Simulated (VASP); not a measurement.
Here is a VASP 6.6.1 calculation.

INCAR

```
SYSTEM = As
PREC = Accurate
ENCUT = 520
EDIFF = 1E-6
ISMEAR = -1
SIGMA = 0.1
LREAL = .False.
LASPH = .True.
NELM = 80
ALGO = Normal
ISIF = 2
LWAVE = .False.
LCHARG = .False.
GGA = PE
NBANDS = 8
```

KPOINTS

```
regular mesh
0
Gamma
  21 21 21
  0 0 0
```

The input POSCAR:

```
As
1.0
   -1.2754918273      1.2754918273      1.2754918273
    1.2754918273     -1.2754918273      1.2754918273
    1.2754918273      1.2754918273     -1.2754918273
As
1
Direct
    0.0000000000      0.0000000000      0.0000000000
```

Potentials or basis: VASP PAW PBE potentials, release 64 (As).

Run with:

```bash
$ cat potpaw_PBE.64/As/POTCAR > POTCAR
$ mpirun -np 1 vasp_std > vasp.out
```

Question: What does it give for the pressure?

Answer: 429.0 GPa.
